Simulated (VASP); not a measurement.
# RhCl4 (I4/mmm) in VASP: a series of runs, part 2 of 2

VASP 6.6.1.

## (3) Relaxation of cell and atoms, PBE, collinear spin, ferromagnetic start

This run uses another cell than the first one, of 24.07 Å³/atom.

INCAR

```
ALGO = Normal
EDIFF = 1E-6
EDIFFG = -0.08
ENCUT = 600
GGA = PE
IBRION = 2
ISIF = 3
ISMEAR = 0
ISPIN = 2
LASPH = T
LCHARG = F
LMAXMIX = 4
LORBIT = 11
LREAL = F
LWAVE = F
MAGMOM = 1 0 0 0 0
NELM = 150
NSW = 36
PREC = Accurate
SIGMA = 0.15
```

KPOINTS

```
k-points
0
Gamma
  3 3 3
```

POSCAR

```
RhCl4
1.0
   -2.5151484700      2.5151484700      4.7555075400
    2.5151484700     -2.5151484700      4.7555075400
    2.5151484700      2.5151484700     -4.7555075400
Rh Cl
1 4
Direct
    0.0000000000      0.0000000000      0.0000000000
    0.2450000000      0.2450000000      0.0000000000
    0.7550000000      0.7550000000      0.0000000000
    0.5000000000      0.0000000000      0.5000000000
    0.0000000000      0.5000000000      0.5000000000
```

Potentials or basis: VASP PAW PBE potentials, release 64 (Rh_pv, Cl).

Run with:

```bash
$ cat potpaw_PBE.64/Rh_pv/POTCAR potpaw_PBE.64/Cl/POTCAR > POTCAR
$ mpirun -np 1 vasp_std > vasp.out
```

OUTCAR:

```text
EDIFF = 1E-6
   EDIFFG = -0.08
   ENCUT = 600
   GGA = PE
   IBRION = 2
   ISIF = 3
   ISMEAR = 0
   ISPIN = 2
   LASPH = T
   LORBIT = 11
   LREAL = F
   NELM = 150
   NSW = 36
   PREC = Accurate

 ion  position               nearest neighbor table
   1  0.000  0.000  0.000-   2 2.33   3 2.33   4 2.52   5 2.52   5 2.52   4 2.52
   2  0.245  0.245  0.000-   1 2.33
   3  0.755  0.755  0.000-   1 2.33
   4  0.500  0.000  0.500-   1 2.52   1 2.52
   5  0.000  0.500  0.500-   1 2.52   1 2.52

  LATTYP: Found a body centered tetragonal cell.
 ALAT       =     5.0302969400
 C/A-ratio  =     1.8907462509

  Lattice vectors:

 A1 = (  -2.5151484700,   2.5151484700,   4.7555075400)
 A2 = (   2.5151484700,  -2.5151484700,   4.7555075400)
 A3 = (   2.5151484700,   2.5151484700,  -4.7555075400)

Analysis of symmetry for initial positions (statically):
=====================================================================
 Subroutine PRICEL returns:
 Original cell was already a primitive cell.

 Routine SETGRP: Setting up the symmetry group for a
 body centered tetragonal supercell.

 Subroutine GETGRP returns: Found 16 space group operations
 (whereof 16 operations were pure point group operations)
 out of a pool of 16 trial point group operations.

The static configuration has the point symmetry D_4h.

Analysis of symmetry for dynamics (positions and initial velocities):
=====================================================================
 Subroutine PRICEL returns:
 Original cell was already a primitive cell.

 Routine SETGRP: Setting up the symmetry group for a
 body centered tetragonal supercell.

 Subroutine GETGRP returns: Found 16 space group operations
 (whereof 16 operations were pure point group operations)
 out of a pool of 16 trial point group operations.

The dynamic configuration has the point symmetry D_4h.

Analysis of structural, dynamic, and magnetic symmetry:
=====================================================================
 Subroutine PRICEL returns:
[... 148 lines left out ...]

  FORCE on cell =-STRESS in cart. coord.  units (eV):
  Direction    XX          YY          ZZ          XY          YZ          ZX
  --------------------------------------------------------------------------------------
  -------------------------------------------------------------------------------------
  Total       -2.4431559     -2.4431559     -4.1153488      0.0000000      0.0000000      0.0000000
  in kB      -32.5295194    -32.5295194    -54.7940132      0.0000000      0.0000000      0.0000000
  external PRESSURE =     -39.9510173 kB  Pullay stress =       0.0000000 kB
[... 98 lines left out ...]
  FREE ENERGIE OF THE ION-ELECTRON SYSTEM (eV)
  ---------------------------------------------------
  free  energy   TOTEN  =       -15.6138081904 eV

  energy  without entropy=      -15.5443824586  energy(sigma->0) =      -15.57909532

[... ionic steps 4 to 10 ...]

--------------------------------------- Ionic step       11  -------------------------------------------

 number of electron      42.9999994 magnetization       2.1020726

------------------------ aborting loop because EDIFF is reached ----------------------------------------
[... 73 lines left out ...]
--------------------------------------- Ionic step       13  -------------------------------------------

 number of electron      42.9999998 magnetization       2.1074465

 Free energy of the ion-electron system (eV)
  ---------------------------------------------------
  ext. energy  EPLUGINS =         0.00000000
  ---------------------------------------------------
  free energy    TOTEN  =       -15.71398231 eV

  energy without entropy =      -15.65177859  energy(sigma->0) =      -15.68288045

 E-fermi :   0.4610     XC(G=0):  -8.3612

 val. band max:        0.4492758249   @ k =  -0.3333   0.3333   0.3333
 cond. band min:       0.4806085979   @ k =   0.3333   0.3333   0.0000
 fundamental gap:      0.0313327729
 Fermi energy:         0.4610254717

 spin component 1

 k-point     1 :       0.0000    0.0000    0.0000
  band No.  band energies     occupation
      1     -47.0416      1.00000
      2     -46.5598      1.00000
      3     -46.5598      1.00000
      4     -14.3194      1.00000
      5     -13.5173      1.00000
      6     -13.4136      1.00000
[... 163 lines left out ...]
     25       7.2351      0.00000
     26       8.1225      0.00000
 Fermi energy:         0.4610254717

 spin component 2

 k-point     1 :       0.0000    0.0000    0.0000
  band No.  band energies     occupation
      1     -46.1392      1.00000
      2     -45.7381      1.00000
      3     -45.7381      1.00000
      4     -14.0861      1.00000
      5     -13.2837      1.00000
      6     -13.2040      1.00000
[... 195 lines left out ...]
  FREE ENERGIE OF THE ION-ELECTRON SYSTEM (eV)
  ---------------------------------------------------
  free  energy   TOTEN  =       -15.7139823103 eV

  energy  without entropy=      -15.6517785916  energy(sigma->0) =      -15.68288045

 reached required accuracy - stopping structural energy minimisation

 total charge

# of ion       s       p       d       tot
------------------------------------------
    1        0.323   6.270   6.895  13.489
    2        1.616   3.412   0.000   5.029
    3        1.616   3.412   0.000   5.029
    4        1.610   3.448   0.000   5.058
    5        1.610   3.448   0.000   5.058
--------------------------------------------------
tot          6.776  19.990   6.895  33.662

 magnetization (x)

# of ion       s       p       d       tot
------------------------------------------
    1        0.004   0.004   1.051   1.059
    2        0.007   0.290   0.000   0.297
    3        0.007   0.290   0.000   0.297
    4        0.002   0.087   0.000   0.089
    5        0.002   0.087   0.000   0.089
--------------------------------------------------
tot          0.022   0.757   1.051   1.831
```

OSZICAR:

```text
N       E                     dE             d eps       ncg     rms          rms(c)
DAV:   1     0.343205205578E+03    0.34321E+03   -0.24270E+04   728   0.166E+03
DAV:   2     0.396717555865E+01   -0.33924E+03   -0.33396E+03   834   0.345E+02
[... 185 lines left out ...]
DAV:   6    -0.157140389134E+02    0.95835E-04   -0.25663E-04   704   0.105E-01    0.121E-01
DAV:   7    -0.157140070151E+02    0.31898E-04   -0.42748E-04   688   0.896E-02    0.554E-02
DAV:   8    -0.157139918448E+02    0.15170E-04   -0.41635E-05   720   0.403E-02    0.333E-02
DAV:   9    -0.157139837821E+02    0.80627E-05   -0.55376E-05   766   0.283E-02    0.144E-02
DAV:  10    -0.157139826941E+02    0.10880E-05   -0.52534E-06   654   0.156E-02    0.819E-03
DAV:  11    -0.157139823103E+02    0.38388E-06   -0.15428E-06   330   0.948E-03
  13 F= -.15713982E+02 E0= -.15682880E+02  d E =-.127685E-01  mag=     2.1075
```

Run time: 19 min. Hardware: 1 thread of Intel Xeon 6975P-C (Granite Rapids), shared host; peak memory 0.42 GiB.

What came out:

```yaml
Free_energy: -15.7140 eV
Relaxed_volume: 26.37 Å³/atom
Relaxed_cell: a = 6.500 Å, b = 6.500 Å, c = 6.500 Å, α = 135.76°, β = 135.76°, γ = 64.36°
Space_group_after_relaxing_to_0.1_Å: I4/mmm (No. 139)
Energy_gained_by_relaxing: 48.4 meV/atom
Ionic_steps: 13
Pressure_after_relaxing: 0.0 GPa
Largest_force_after_relaxing: 0.017 eV/Å
Net_moment: 2.11 μB per cell
Site_moments: Rh +1.06; Cl +0.30, +0.09 (each value once) μB
Valence_electrons_inside_the_program's_atomic_spheres: Rh 13.49; Cl 5.03, 5.06 (each value once)
```

Forces in eV/Å, atoms in the order of the input:
```
Rh   0.000  0.000  0.000
Cl   0.000  0.000  0.017
Cl   0.000  0.000 -0.017
Cl   0.000  0.000  0.000
Cl   0.000  0.000  0.000
```

Stress tensor (GPa, compression positive):
```
-0.04  0.00  0.00
 0.00 -0.04  0.00
 0.00  0.00  0.08
```

The path:
```csv
step,energy change (eV),largest force (eV/Å),pressure (GPa),volume (Å³)
1,0.0000,1.1157,-4.00,120.33
2,-0.1004,0.6662,2.30,110.17
3,-0.1417,0.0781,-0.23,113.48
4,-0.1574,0.1325,-0.04,112.61
5,-0.1656,0.2024,0.32,111.57
6,-0.1657,0.2128,0.41,111.39
7,-0.1732,0.1929,0.36,112.11
8,-0.1915,0.1286,0.26,114.27
9,-0.2160,0.0277,0.56,118.59
10,-0.2292,0.3748,1.17,127.28
11,-0.2336,0.3036,0.91,128.14
12,-0.2412,0.0989,0.26,130.73
13,-0.2419,0.0174,0.00,131.84
```

Final structure:
```
Rh Cl
1.0
    -2.44768    2.44768    5.50128
     2.44768   -2.44768    5.50128
     2.44768    2.44768   -5.50128
Rh Cl
1 4
Direct
  0.00000 0.00000 0.00000
  0.20345 0.20345 0.00000
  0.79655 0.79655 0.00000
  0.50000 0.00000 0.50000
  0.00000 0.50000 0.50000
```

Caveat: the k points lie up to 0.47 Å⁻¹ apart in the final cell.
